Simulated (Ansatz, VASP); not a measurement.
# Two plane-wave programs on Hg

```
Hg
1.0
     3.32879    0.00000    0.00000
    -1.66439    2.88281    0.00000
     0.00000    0.00000    5.32256
Hg
2
Direct
  0.33333 0.66667 0.25000
  0.66667 0.33333 0.75000
```

Alike in both runs: task single point; functional r2SCAN; k mesh 12 × 12 × 7; occupations fermi-dirac, width 0.1 eV; no spin polarisation.

|  | VASP | Ansatz |
| --- | --- | --- |
| version | VASP 6.6.1 | Ansatz 0.2.0 |
| potentials or method | VASP PAW PBE potentials, release 64 (Hg), cutoff 520 eV | plane waves (500 eV) with PAW, scalar-relativistic |
| valence electrons in the cell | 24 | 40 |

|  | VASP | Ansatz | Ansatz less VASP |
| --- | --- | --- | --- |
| pressure (GPa) | 1.9 | 1.6 | -0.30 |

VASP's potentials were made for PBE, not for r2SCAN. With one functional, cell and mesh, what is left measures potentials, basis and numerics. VASP's potentials hold 24 valence electrons a cell and Ansatz's 40, so a difference there can come from the potentials and not from the codes.

Neither program's run includes spin-orbit coupling.
